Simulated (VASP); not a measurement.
# Hf: single point with HF

The system is Hf.

```
Hf
1.0
     0.00000    2.33519    2.33519
     2.33519    0.00000    2.33519
     2.33519    2.33519    0.00000
Hf
1
Cartesian
  0.0000 0.0000 0.0000
```

```json
{
 "Program": "VASP 6.6.1",
 "Task": "single point",
 "Functional": "HF",
 "Potentials or basis": "VASP PAW PBE potentials, release 64 (Hf_pv)",
 "Cutoff": "520 eV",
 "k mesh": "5 × 5 × 5",
 "Occupations": "fermi-dirac, width 0.05 eV",
 "Spin": "no spin polarisation",
 "Dipole correction": "no",
 "Grid for exact exchange (PRECFOCK)": "Normal",
 "Further INCAR settings": "ALGO = Normal; EDIFF = 1e-07; NBANDS = 11"
}
```

The pressure is -5.1 GPa and the band gap on the k mesh is zero (band 5 reaches 10.29 eV, above the bottom of band 6 at 3.60 eV).

Levels at points of the mesh, in eV from the Fermi level:
| k point | band 3 | band 4 | band 5 | band 6 | band 7 | band 8 |
| --- | --- | --- | --- | --- | --- | --- |
| (0.00, 0.00, 0.00) | -39.92 | -11.69 | 6.31 | 6.31 | 6.31 | 9.95 |

Run time: 3.4 min on 1 thread of Intel(R) Xeon(R) 6975P-C (Granite Rapids) (shared host), peak memory 0.16 GiB.

Caveat: the k points lie up to 0.47 Å⁻¹ apart; the PAW data sets were made with another functional, which shifts forces and pressure a little; spin-orbit coupling is left out, which moves the levels of the heavy elements.
